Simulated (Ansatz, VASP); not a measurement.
Two plane-wave programs on ZnO

```xyz
8
Lattice="3.2300 0.0000 0.0000 -1.6150 2.7973 0.0000 0.0000 0.0000 31.6070" Properties=species:S:1:pos:R:3 pbc="T T T"
O     1.8457    0.7992    7.5601
O     0.2331    1.7303    9.9755
O     1.8537    0.7946   12.5027
O     0.2393    1.7267   15.0623
Zn    0.2307    1.7317    7.8350
Zn    1.8481    0.7978   10.4154
Zn    0.2386    1.7271   12.9825
Zn    1.8494    0.7971   15.5722
```

Alike in both runs: task single point; functional PBEsol; k mesh 9 × 9 × 1; occupations gaussian, width 0.05 eV; no spin polarisation.

```csv
,VASP,Ansatz
version,VASP 6.6.1,Ansatz 0.2.0
potentials or method,"VASP PAW PBE potentials, release 64 (O, Zn), cutoff 520 eV","scalar-relativistic, plane waves, PAW"
valence electrons in the cell,72,72
```

```csv
,VASP,Ansatz,Ansatz less VASP
gap on the k mesh at the Fermi level (eV),none,none,-
rms of the force components (eV/Å),0.263,0.277,+0.0141
```

VASP's potentials were made for PBE, not for PBEsol. A gap of «none» marks a metal or a gap that the smearing closes. Ansatz's warnings: xc potential rough in thin density.
